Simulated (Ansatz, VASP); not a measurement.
## Two plane-wave programs on NaScSe2

Contents of INCAR:

```
SYSTEM = NaScSe2
ALGO = Normal
EDIFF = 1E-6
ENCUT = 520
GGA = PE
ISIF = 2
ISMEAR = 0
LASPH = .True.
LCHARG = .True.
LELF = .True.
LREAL = .False.
LVHAR = .True.
LWAVE = .False.
NBANDS = 40
NELM = 60
PREC = Accurate
SIGMA = 0.01
```

KPOINTS

```
k-points
0
Gamma
  6 6 2
  0 0 0
```

Contents of POSCAR:

```
NaScSe2
1.0
    4.0127046099      0.0000000000      0.0000000000
    0.0000000000      4.0127046099      0.0000000000
    0.0000000000      0.0000000000     11.6996061716
Na Se Sc
2 4 2
Direct
    0.5000000000      0.0000000000      0.8880275789
    0.0000000000      0.5000000000      0.1119724211
    0.5000000000      0.0000000000      0.1513099164
    0.0000000000      0.5000000000      0.3944215366
    0.5000000000      0.0000000000      0.6055784634
    0.0000000000      0.5000000000      0.8486900836
    0.5000000000      0.0000000000      0.3611484998
    0.0000000000      0.5000000000      0.6388515002
```

Input for Ansatz:

```yaml
crystal:
  lattice:
    - [4.0127046099, 0.0, 0.0]
    - [0.0, 4.0127046099, 0.0]
    - [0.0, 0.0, 11.6996061716]
  atoms:
    - { symbol: Na, position: [0.5, 0.0, 0.8880275789] }
    - { symbol: Se, position: [0.5, 0.0, 0.1513099164] }
    - { symbol: Na, position: [0.0, 0.5, 0.1119724211] }
    - { symbol: Se, position: [0.0, 0.5, 0.3944215366] }
    - { symbol: Sc, position: [0.5, 0.0, 0.3611484998] }
    - { symbol: Se, position: [0.5, 0.0, 0.6055784634] }
    - { symbol: Sc, position: [0.0, 0.5, 0.6388515002] }
    - { symbol: Se, position: [0.0, 0.5, 0.8486900836] }
kpoints:
  mp_grid: { grid: [6, 6, 2] }
hamiltonian:
  xc: pbe
scf:
  occupations: { method: fixed }
  n_extra_bands: 6
output:
  forces: true
  stress: true
  eigenvalues: true
```

Alike in both runs: task single point; functional PBE; k mesh 6 × 6 × 2; no spin polarisation.

|  | VASP | Ansatz |
| --- | --- | --- |
| version | VASP 6.6.1 | Ansatz 0.2.0 |
| potentials or method | VASP PAW PBE potentials, release 64 (Na_pv, Se, Sc_sv) | plane waves, PAW |
| plane-wave cutoff (eV) | 520 | 420 |
| occupations | gaussian, width 0.01 eV | fixed |
| valence electrons in the cell | 60 | 104 |

|  | VASP | Ansatz | Ansatz less VASP |
| --- | --- | --- | --- |
| gap on the k mesh at the Fermi level (eV) | 0.20 | 0.20 | +0.007 |
| pressure (GPa) | 0.1 | 0.0 | -0.13 |
| rms of the force components (eV/Å) | 0.011 | 0.001 | -0.0096 |

VASP's potentials hold 60 valence electrons a cell and Ansatz's 104, so a difference there can come from the potentials and not from the codes.
